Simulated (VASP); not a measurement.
Input of a VASP 6.6.1 run:

INCAR

```
SYSTEM = CdSe
PREC = Accurate ; ENCUT = 450
EDIFF = 1E-7 ; ISMEAR = 0
SIGMA = 0.02 ; LREAL = .FALSE.
LASPH = .TRUE. ; NELM = 120
ALGO = Normal ; ISIF = 2
LWAVE = .FALSE. ; LCHARG = .FALSE.
IBRION = 2 ; NSW = 60
EDIFFG = -0.002 ; GGA_COMPAT = .FALSE.
NELMIN = 4
```

KPOINTS

```
regular mesh
0
G
  8 8 8
  0 0 0
```

Contents of POSCAR:

```
CdSe
1.0
    0.0000000000      2.9740320361      3.0471082752
    2.9740320361      0.0000000000      3.0471082752
    2.9740320361      2.9740320361      0.0000000000
Cd Se
1 1
Direct
    0.0000000000      0.0000000000      0.0000000000
    0.2500000000      0.2500000000      0.2500000000
```

Potentials or basis: VASP PAW LDA potentials, release 64 (Cd, Se).

The run is started by

```sh
$ cat potpaw_LDA.64/Cd/POTCAR potpaw_LDA.64/Se/POTCAR > POTCAR
$ mpirun -np 1 vasp_std > vasp.out
```

What does it give for the band gap on the k mesh?

0.42 eV.

Final structure:
```
Cd Se
1.0
     0.00000    2.97403    3.04711
     2.97403    0.00000    3.04711
     2.97403    2.97403    0.00000
Cd Se
1 1
Direct
  0.00000 0.00000 0.00000
  0.25000 0.25000 0.25000
```

Caveat: the cell differs from its parent crystal (strained cell); semilocal functionals underestimate gaps, and a narrow one can read as zero.
